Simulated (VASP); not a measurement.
A run of VASP 6.6.1 is set up as follows.

INCAR

```
SYSTEM = AsIr
PREC = Accurate ; ENCUT = 520
EDIFF = 1E-6 ; ISMEAR = 0
SIGMA = 0.05 ; LREAL = .False.
LASPH = .True. ; NELM = 100
ALGO = Normal ; ISIF = 2
LWAVE = .False. ; LCHARG = .False.
GGA = PS ; NBANDS = 22
```

File KPOINTS:

```
Automatic mesh
0
Gamma
  8 8 8
  0 0 0
```

POSCAR

```
AsIr
1.0
    2.8621923730      0.0000000000      0.0000000000
    0.0000000000      2.8621923730      0.0000000000
    0.0000000000      0.0000000000      7.7277329447
Ir As
2 2
Direct
    0.0000000000      0.5000000000      0.0000000000
    0.5000000000      0.0000000000      0.5000000000
    0.0000000000      0.0000000000      0.2500000000
    0.0000000000      0.0000000000      0.7500000000
```

Potentials or basis: VASP PAW PBE potentials, release 64 (Ir, As).

Command:

```bash
$ cat potpaw_PBE.64/Ir/POTCAR potpaw_PBE.64/As/POTCAR > POTCAR
$ mpirun -np 1 vasp_std > vasp.out
```

(1) What does it give for the band gap on the k mesh?

(2) What does it give for the pressure?

## Answers

(1) zero (band 14 reaches 9.32 eV, above the bottom of band 15 at 7.84 eV).

(2) 8.8 GPa.

Caveat: the PAW data sets were made with another functional, which shifts forces and pressure a little; spin-orbit coupling is left out, which moves the levels of the heavy elements.
